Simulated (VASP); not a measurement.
Here is a VASP 6.6.1 calculation.

INCAR

```
PREC = Accurate
ENCUT = 520
EDIFF = 1E-6
ISMEAR = 0
SIGMA = 0.05
LREAL = False
LASPH = True
NELM = 60
ALGO = Normal
ISIF = 2
LWAVE = False
LCHARG = False
GGA = PS
NBANDS = 31
```

Contents of KPOINTS:

```
Automatic mesh
0
Gamma
  6 8 4
```

POSCAR

```
Al3GaN4
1.0
    5.0434079713      0.0000000000      0.0001103911
    0.0000000000      3.1300738974      0.0000000000
   -0.0032362569      0.0000000000      5.2012722695
Al Ga N
3 1 4
Direct
    0.5002300423      0.5000000000      0.1673295664
    0.0009207036      0.5000000000      0.8348055932
    0.0010880650      0.0000000000      0.3316926342
    0.4994217138      0.0000000000      0.6662009016
    0.1111724737      0.0000000000      0.6663292503
    0.1224543238      0.5000000000      0.1671578647
    0.6251234799      0.5000000000      0.8401923551
    0.6231881979      0.0000000000      0.3262928345
```

Potentials or basis: VASP PAW PBE potentials, release 64 (Al, Ga_d, N).

Run with:

```sh
$ cat potpaw_PBE.64/Al/POTCAR potpaw_PBE.64/Ga_d/POTCAR potpaw_PBE.64/N/POTCAR > POTCAR
$ mpirun -np 1 vasp_std > vasp.out
```

Q: Predict the band gap on the k mesh.

A: 3.74 eV, direct.

Q: Predict the pressure.

A: 9.2 GPa.

Forces in eV/Å, atoms in the order of the input:
```
Al  -0.300  0.000  0.524
Al  -0.272  0.000 -0.459
Al  -0.256  0.000 -0.530
Ga  -0.283  0.000  0.489
N    0.238  0.000  0.575
N    0.290  0.000  0.531
N    0.329  0.000 -0.593
N    0.254  0.000 -0.536
```

Caveat: the cell differs from its parent crystal (strain +0.000 along x and y, -0.040 along z); the PAW data sets were made with another functional, which shifts forces and pressure a little. A k mesh can miss the band edges.
